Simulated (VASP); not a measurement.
# HfH5 (P6/mmm) in VASP: further runs

HfH5 is run at these levels: PBE; tasks: single point, relaxation of cell and atoms.

All numbers are computed with VASP 6.6.1; they aren't measurements. Logs are shortened: lines on timing, memory, paths and dates and some standing lists are left out, and cuts for length are marked.

### Step 1. The cell of the first run

The structure is hexagonal, space group P6/mmm (No. 191). Conventional cell: a = 3.544 Å, b = 3.544 Å, c = 3.116 Å, α = 90.00°, β = 90.00°, γ = 120.00°. Within 2.7 Å of Hf (site symmetry 6/mmm) lie 18 H at 2.05 to 2.36 Å. H (site symmetry mmm) has 8 H at 1.77 to 1.86 Å and 4 Hf at 2.36 Å within 2.4 Å. Within 2.5 Å of H (site symmetry -6m2) lie 9 H at 1.86 to 2.05 Å and 3 Hf at 2.05 Å.

The cell was built from a structure type or drawn by symmetry, and may not be a known phase.

### Step 2. Single point, PBE

INCAR reads:

```
SYSTEM = HfH5
  PREC = Accurate
  ENCUT = 520
  EDIFF = 1E-7
  ISMEAR = 0
  SIGMA = 0.1
  LREAL = .False.
  LASPH = .True.
  NELM = 100
  ALGO = Normal
  ISIF = 2
  LWAVE = .False.
  LCHARG = .False.
  GGA = PE
  NBANDS = 16
```

KPOINTS reads:

```
regular mesh
0
Gamma
  12 12 12
  0 0 0
```

POSCAR reads:

```
HfH5
1.0
    3.5437228822      0.0000000000      0.0000000000
   -1.7718614411      3.0689540400      0.0000000000
    0.0000000000      0.0000000000      3.1156805167
Hf H
1 5
Direct
    0.0000000000      0.0000000000      0.0000000000
    0.0000000000      0.5000000000      0.5000000000
    0.3333333333      0.6666666667      0.0000000000
    0.6666666667      0.3333333333      0.0000000000
    0.5000000000      0.0000000000      0.5000000000
    0.5000000000      0.5000000000      0.5000000000
```

Potentials or basis: VASP PAW PBE potentials, release 64 (Hf_pv, H).

Command:

```sh
$ cat potpaw_PBE.64/Hf_pv/POTCAR potpaw_PBE.64/H/POTCAR > POTCAR
$ mpirun -np 1 vasp_std > vasp.out
```

OUTCAR:

```text
SYSTEM = HfH5
   PREC = Accurate
   ENCUT = 520
   EDIFF = 1E-7
   ISMEAR = 0
   LREAL = .False.
   LASPH = .True.
   NELM = 100
   ISIF = 2
   GGA = PE

 ion  position               nearest neighbor table
   1  0.000  0.000  0.000-   3 2.05   4 2.05   4 2.05   3 2.05   4 2.05   3 2.05   5 2.36   5 2.36
                             5 2.36   5 2.36   2 2.36   6 2.36   2 2.36   2 2.36   2 2.36   6 2.36
   2  0.000  0.500  0.500-   1 2.36   1 2.36   1 2.36   1 2.36
   3  0.333  0.667  0.000-   1 2.05   1 2.05   1 2.05
   4  0.667  0.333  0.000-   1 2.05   1 2.05   1 2.05
   5  0.500  0.000  0.500-   1 2.36   1 2.36   1 2.36   1 2.36
   6  0.500  0.500  0.500-   1 2.36   1 2.36   1 2.36   1 2.36

  LATTYP: Found a hexagonal cell.
 ALAT       =     3.5437228822
 C/A-ratio  =     0.8792111066

  Lattice vectors:

 A1 = (   3.5437228822,   0.0000000000,   0.0000000000)
 A2 = (  -1.7718614411,   3.0689540400,   0.0000000000)
 A3 = (   0.0000000000,   0.0000000000,   3.1156805167)

Analysis of symmetry for initial positions (statically):
=====================================================================
 Subroutine PRICEL returns:
 Original cell was already a primitive cell.

 Routine SETGRP: Setting up the symmetry group for a
 hexagonal supercell.

 Subroutine GETGRP returns: Found 24 space group operations
 (whereof 24 operations were pure point group operations)
 out of a pool of 24 trial point group operations.

The static configuration has the point symmetry D_6h.

Analysis of symmetry for dynamics (positions and initial velocities):
=====================================================================
 Subroutine PRICEL returns:
 Original cell was already a primitive cell.

 Routine SETGRP: Setting up the symmetry group for a
 hexagonal supercell.

 Subroutine GETGRP returns: Found 24 space group operations
 (whereof 24 operations were pure point group operations)
 out of a pool of 24 trial point group operations.

The dynamic configuration has the point symmetry D_6h.

 Subroutine INISYM returns: Found 24 space group operations
 (whereof 24 operations are pure point group operations),
 and found     1 'primitive' translations

----------------------------------------------------------------------------------------

                                     Primitive cell

  volume of cell :      33.8847

  direct lattice vectors                    reciprocal lattice vectors
     3.543722882  0.000000000  0.000000000     0.282189108  0.162921958  0.000000000
    -1.771861441  3.068954040  0.000000000     0.000000000  0.325843915  0.000000000
     0.000000000  0.000000000  3.115680517     0.000000000  0.000000000  0.320957170

  length of vectors
     3.543722882  3.543722882  3.115680517     0.325843915  0.325843915  0.320957170

  position of ions in fractional coordinates (direct lattice)
     0.000000000  0.000000000  0.000000000
     0.000000000  0.500000000  0.500000000
     0.333333333  0.666666667  0.000000000
     0.666666667  0.333333333  0.000000000
     0.500000000  0.000000000  0.500000000
     0.500000000  0.500000000  0.500000000

  ion indices of the primitive-cell ions
   primitive index   ion index
                 1           1
                 2           2
                 3           3
                 4           4
                 5           5
                 6           6

----------------------------------------------------------------------------------------

 KPOINTS: regular mesh

Automatic generation of k-mesh.
 Grid dimensions read from file:
 generate k-points for:   12   12   12

 Generating k-lattice:

  Cartesian coordinates                     Fractional coordinates (reciprocal lattice)
     0.023515759  0.013576830  0.000000000     0.083333333  0.000000000  0.000000000
     0.000000000  0.027153660  0.000000000     0.000000000  0.083333333  0.000000000
     0.000000000  0.000000000  0.026746431     0.000000000  0.000000000  0.083333333

  Length of vectors
     0.027153660  0.027153660  0.026746431

  Shift w.r.t. Gamma in fractional coordinates (k-lattice)
     0.000000000  0.000000000  0.000000000

 Subroutine IBZKPT returns following result:
 ===========================================

 Found    133 irreducible k-points:

 Following reciprocal coordinates:
            Coordinates               Weight
  0.000000  0.000000  0.000000      1.000000
  0.083333 -0.000000  0.000000      6.000000
  0.166667 -0.000000  0.000000      6.000000
  0.250000 -0.000000  0.000000      6.000000
  0.333333 -0.000000  0.000000      6.000000
  0.416667 -0.000000  0.000000      6.000000
[... 16 lines left out ...]
  0.250000 -0.000000  0.083333     12.000000
  0.333333 -0.000000  0.083333     12.000000
 [... further k-points ...]
   k-points           NKPTS =    133   k-points in BZ     NKDIM =    133   number of bands    NBANDS=     16
   number of dos      NEDOS =    301   number of ions     NIONS =      6
   total plane-waves  NPLWV =  18816
   dimension x,y,z NGX =    28 NGY =   28 NGZ =   24
   dimension x,y,z NGXF=    56 NGYF=   56 NGZF=   48
   ions per type =               1   5
   NGX,Y,Z   is equivalent  to a cutoff of  13.14, 13.14, 12.81 a.u.
   NGXF,Y,Z  is equivalent  to a cutoff of  26.27, 26.27, 25.61 a.u.
 SYSTEM =  HfH5
   PREC   = accura    normal or accurate (medium, high low for compatibility)
   ISTART =      0    job   : 0-new  1-cont  2-samecut
   ICHARG =      2    charge: 1-file 2-atom 10-const
   ISPIN  =      1    spin polarized calculation?
   LNONCOLLINEAR =      F non collinear calculations
   LSORBIT =      F    spin-orbit coupling
   LASPH  =      T    aspherical Exc in radial PAW
   ENCUT  =  520.0 eV  38.22 Ry    6.18 a.u.   6.59  6.59  5.79*2*pi/ulx,y,z
   NELM   =    100;   NELMIN=  2; NELMDL= -5     # of ELM steps
   EDIFF  = 0.1E-06   stopping-criterion for ELM
   LREAL  =      F    real-space projection
   EDIFFG = 0.1E-05   stopping-criterion for IOM
   NSW    =      0    number of steps for IOM
   IBRION =     -1    ionic relax: 0-MD 1-quasi-New 2-CG
   NFREE  =      0    steps in history (QN), initial steepest desc. (CG)
   ISIF   =      2    stress and relaxation
   ISYM   =      2    0-nonsym 1-usesym 2-fastsym
   POTIM  = 0.5000    time-step for ionic-motion
   TEBEG  =    0.0;   TEEND  =   0.0 temperature during run
   PSTRESS=    0.0 pullay stress
   NELECT =      15.0000    total number of electrons
   NUPDOWN=      -1.0000    fix difference up-down
   EMIN   =  10.00;   EMAX   =-10.00  energy-range for DOS
   EFERMI =   0.00;   METHOD = LEGACY
   ISMEAR =     0;   SIGMA  =   0.10  broadening in eV -4-tet -1-fermi 0-gaus
   EFERMI_NEDOS =   21; number of points for ismear=-14 and -15
   IALGO  =     38    algorithm
   IMIX   =      4    mixing-type and parameters
     AMIX     =   0.40;   BMIX     =  1.00
     AMIX_MAG =   1.60;   BMIX_MAG =  1.00
  volume/ion in A,a.u.               =       5.65        38.11
  Fermi-wavevector in a.u.,A,eV,Ry     =   1.247683  2.357779 21.180362  1.556713
  Thomas-Fermi vector in A             =   2.381804
   LORBIT       =      0    0 simple, 1 ext, 2 COOP (PROOUT), +10 PAW based schemes
   GGA     = PE    functional components
   LHFCALC =     F    Hartree Fock is set to
   AEXX    =    0.0000 exact exchange contribution
   IVDW    =     0    specifies the selected vdW correction
   LEPSILON=     F    determine dielectric tensor
   LRPA    =     F    only Hartree local field effects (RPA)
 non-spin polarized calculation
 Gauss-broadening in eV      SIGMA  =   0.10
  energy-cutoff  :      520.00
  volume of cell :       33.88
 maximum number of plane-waves:       941
 NGX is ok and might be reduce to    28
   NGX = 13   NGY = 13   NGZ = 11

 number of electron      15.0000002 magnetization

 Free energy of the ion-electron system (eV)
  ---------------------------------------------------
  ext. energy  EPLUGINS =         0.00000000
  ---------------------------------------------------
  free energy    TOTEN  =       -25.28348308 eV

  energy without entropy =      -25.27857180  energy(sigma->0) =      -25.28102744

 E-fermi :   3.9168     XC(G=0): -11.5559

 val. band max:        3.9127536391   @ k =   0.3333   0.2500   0.0833
 cond. band min:       3.9577038468   @ k =   0.2500  -0.0000   0.2500
 fundamental gap:      0.0449502077
 Fermi energy:         3.9167869348

 k-point     1 :       0.0000    0.0000    0.0000
  band No.  band energies     occupation
      1     -26.4016      2.00000
      2     -26.4016      2.00000
      3     -26.1637      2.00000
      4      -8.0975      2.00000
      5       0.4411      2.00000
      6       2.2006      2.00000
[... 8 lines left out ...]
     15      13.7428      0.00000
     16      13.7428      0.00000

 k-point     2 :       0.0833   -0.0000    0.0000
  band No.  band energies     occupation
      1     -26.4220      2.00000
      2     -26.4057      2.00000
      3     -26.1621      2.00000
      4      -7.9534      2.00000
      5       0.5413      2.00000
      6       1.1399      2.00000
[... 8 lines left out ...]
     15      14.2360      0.00000
     16      14.3340      0.00000

 k-point     3 :       0.1667   -0.0000    0.0000
  band No.  band energies     occupation
      1     -26.4773      2.00000
      2     -26.4171      2.00000
      3     -26.1578      2.00000
      4      -7.5346      2.00000
      5      -0.1791      2.00000
      6       0.8248      2.00000
[... 8 lines left out ...]
     15      14.3363      0.00000
     16      15.5521      0.00000
[... 362 lines left out ...]
 k-point    23 :       0.2500   -0.0000    0.0833
  band No.  band energies     occupation
      1     -26.5473      2.00000
      2     -26.4290      2.00000
      3     -26.1874      2.00000
      4      -6.7708      2.00000
      5      -1.2629      2.00000
      6       1.1758      2.00000
[... 8 lines left out ...]
     15      14.7925      0.00000
     16      16.9106      0.00000

 k-point    24 :       0.3333   -0.0000    0.0833
  band No.  band energies     occupation
      1     -26.6197      2.00000
      2     -26.4443      2.00000
      3     -26.1810      2.00000
      4      -5.9537      2.00000
      5      -2.2749      2.00000
      6       1.5876      2.00000
[... 8 lines left out ...]
     15      15.8535      0.00000
     16      17.0638      0.00000

 [... further k-points ...]

------------------------ aborting loop because EDIFF is reached ----------------------------------------

  FORCE on cell =-STRESS in cart. coord.  units (eV):
  Direction    XX          YY          ZZ          XY          YZ          ZX
  --------------------------------------------------------------------------------------
  -------------------------------------------------------------------------------------
  Total       -0.1986335     -0.1986335     -0.1643426     -0.0000000      0.0000000     -0.0000000
  in kB       -9.3920401     -9.3920401     -7.7706539     -0.0000000      0.0000000     -0.0000000
  external PRESSURE =      -8.8515780 kB  Pullay stress =       0.0000000 kB

 VOLUME and BASIS-vectors are now :
 -----------------------------------------------------------------------------
  energy-cutoff  :      520.00
  volume of cell :       33.88
      direct lattice vectors                 reciprocal lattice vectors
     3.543722882  0.000000000  0.000000000     0.282189108  0.162921958  0.000000000
    -1.771861441  3.068954040  0.000000000     0.000000000  0.325843915  0.000000000
     0.000000000  0.000000000  3.115680517     0.000000000  0.000000000  0.320957170

 POSITION                                       TOTAL-FORCE (eV/Angst)
 -----------------------------------------------------------------------------------
      0.00000      0.00000      0.00000        -0.000000      0.000000      0.000000
     -0.88593      1.53448      1.55784        -0.000000      0.000000      0.000000
     -0.00000      2.04597      0.00000         0.000000      0.000000     -0.000000
      1.77186      1.02298      0.00000        -0.000000     -0.000000      0.000000
      1.77186      0.00000      1.55784        -0.000000      0.000000      0.000000
      0.88593      1.53448      1.55784        -0.000000      0.000000      0.000000
 -----------------------------------------------------------------------------------
    total drift:                               -0.000000      0.000000      0.000000

  FREE ENERGIE OF THE ION-ELECTRON SYSTEM (eV)
  ---------------------------------------------------
  free  energy   TOTEN  =       -25.2834830785 eV

  energy  without entropy=      -25.2785717973  energy(sigma->0) =      -25.28102744
```

It took 67 s on 1 thread of Intel Xeon Platinum 8259CL at 2.50GHz (Skylake/Cascade Lake), shared host; peak memory 0.2 GiB.

What came out:

```yaml
Free_energy: -25.2835 eV
Pressure: -0.9 GPa
Band_gap_on_the_k_mesh: zero (an odd number of electrons rules out a gap without spin polarisation)
```

Stress tensor (GPa, compression positive):
```
-0.94  0.00  0.00
 0.00 -0.94  0.00
 0.00  0.00 -0.78
```

Caveat: spin-orbit coupling is left out, which moves the levels of the heavy elements.

[end of part 1 of 2]
